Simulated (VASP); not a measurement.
Here is a VASP 6.6.1 calculation.

The input INCAR:

```
PREC = Accurate
ENCUT = 520
EDIFF = 1E-6
ISMEAR = 0
SIGMA = 0.1
LREAL = F
LASPH = T
NELM = 80
ALGO = Normal
ISIF = 2
LWAVE = F
LCHARG = T
LDIPOL = T
IDIPOL = 3
DIPOL = 0.5 0.5 0.327
GGA = PE
LELF = T
LVHAR = T
LVACPOTAV = T
NBANDS = 30
```

File KPOINTS:

```
regular mesh
0
Gamma
  6 6 1
```

The input POSCAR:

```
Al12H
1.0
    5.7135165838      0.0000000000      0.0000000000
   -2.8567582919      4.9480505065      0.0000000000
    0.0000000000      0.0000000000     20.1013781936
Al H
12 1
Direct
    0.3333333333      0.1666666667      0.1989913309
    0.3333333333      0.6666666667      0.1989913309
    0.8333333333      0.1666666667      0.1989913309
    0.8333333333      0.6666666667      0.1989913309
    0.1666666667      0.3333333333      0.3134471578
    0.1666666667      0.8333333333      0.3134471578
    0.6666666667      0.3333333333      0.3134471578
    0.6666666667      0.8333333333      0.3134471578
    0.0000000000      0.0000000000      0.4278999236
    0.0000000000      0.5000000000      0.4278999236
    0.5000000000      0.0000000000      0.4278999236
    0.5000000000      0.5000000000      0.4278999236
    0.0000000000      0.1666666667      0.4959100795
```

Potentials or basis: VASP PAW PBE potentials, release 64 (Al, H).

The run is started by

```sh
$ cat potpaw_PBE.64/Al/POTCAR potpaw_PBE.64/H/POTCAR > POTCAR
$ mpirun -np 1 vasp_std > vasp.out
```

Problem. Predict the band gap on the k mesh.

Solution. Zero (an odd number of electrons rules out a gap without spin polarisation).

Problem. Predict the largest force.

Solution. 0.384 eV/Å.

Forces in eV/Å, atoms in the order of the input:
```
Al   0.068  0.024 -0.100
Al   0.026  0.039 -0.070
Al  -0.081 -0.027 -0.018
Al  -0.039 -0.031 -0.118
Al  -0.015  0.064  0.264
Al   0.127 -0.050 -0.060
Al  -0.005  0.095 -0.044
Al  -0.042 -0.037  0.067
Al   0.225 -0.223  0.217
Al  -0.028  0.118  0.065
Al  -0.318 -0.107 -0.132
Al   0.186  0.084 -0.070
H   -0.104  0.052  0.000
```
